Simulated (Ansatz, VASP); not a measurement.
**One calculation of Mg, two programs**

Contents of INCAR:

```
SYSTEM = Mg
ALGO = Fast ; EDIFF = 1E-6
ENCUT = 520 ; GGA = PE
ISIF = 2 ; ISMEAR = 0
LASPH = .TRUE. ; LCHARG = .FALSE.
LREAL = .FALSE. ; LWAVE = .FALSE.
NBANDS = 12 ; NELM = 80
PREC = Accurate ; SIGMA = 0.1
```

The input KPOINTS:

```
k-points
0
G
  10 10 10
  0 0 0
```

Contents of POSCAR:

```
Mg
1.0
   -3.2754857488      3.2754857488      3.3948007131
    3.2754857488     -3.2754857488      3.3948007131
    3.2754857488      3.2754857488     -3.3948007131
Mg
4
Direct
    0.8750000000      0.3292670000      0.9542670000
    0.3750000000      0.9207330000      0.0457330000
    0.6707330000      0.6250000000      0.5457330000
    0.0792670000      0.1250000000      0.4542670000
```

Input for Ansatz:

```yaml
crystal:
  lattice:
    - [-3.2754857488, 3.2754857488, 3.3948007131]
    - [3.2754857488, -3.2754857488, 3.3948007131]
    - [3.2754857488, 3.2754857488, -3.3948007131]
  atoms:
    - { symbol: Mg, position: [0.875, 0.329267, 0.954267] }
    - { symbol: Mg, position: [0.375, 0.920733, 0.045733] }
    - { symbol: Mg, position: [0.670733, 0.625, 0.545733] }
    - { symbol: Mg, position: [0.079267, 0.125, 0.454267] }
basis:
  ecutwfc: 420
kpoints:
  mp_grid: { grid: [10, 10, 10] }
hamiltonian:
  xc: pbe
scf:
  occupations: { method: gaussian, width: 0.1 }
output:
  forces: true
  stress: true
  eigenvalues: true
```

Alike in both runs: task single point; functional PBE; k mesh 10 × 10 × 10; occupations gaussian, width 0.1 eV; no spin polarisation.

```csv
,VASP,Ansatz
version,VASP 6.6.1,Ansatz 0.2.0
potentials or method,"VASP PAW PBE potentials, release 64 (Mg), cutoff 520 eV","scalar-relativistic, plane waves, PAW"
valence electrons in the cell,8,40
```

|  | VASP | Ansatz | Ansatz less VASP |
| --- | --- | --- | --- |
| gap on the k mesh at the Fermi level (eV) | none | none | - |
| pressure (GPa) | -5.3 | -5.3 | +0.04 |
| traceless stress, the component that is largest in VASP (GPa) | 0.08 | 0.09 | +0.015 |
| rms of the force components (eV/Å) | 0.012 | 0.013 | +0.0013 |

Atom by atom the forces differ by 0.001 eV/Å (rms over components). A gap of «none» marks a metal or a gap that the smearing closes. VASP's potentials hold 8 valence electrons a cell and Ansatz's 40, so a difference there can come from the potentials and not from the codes.
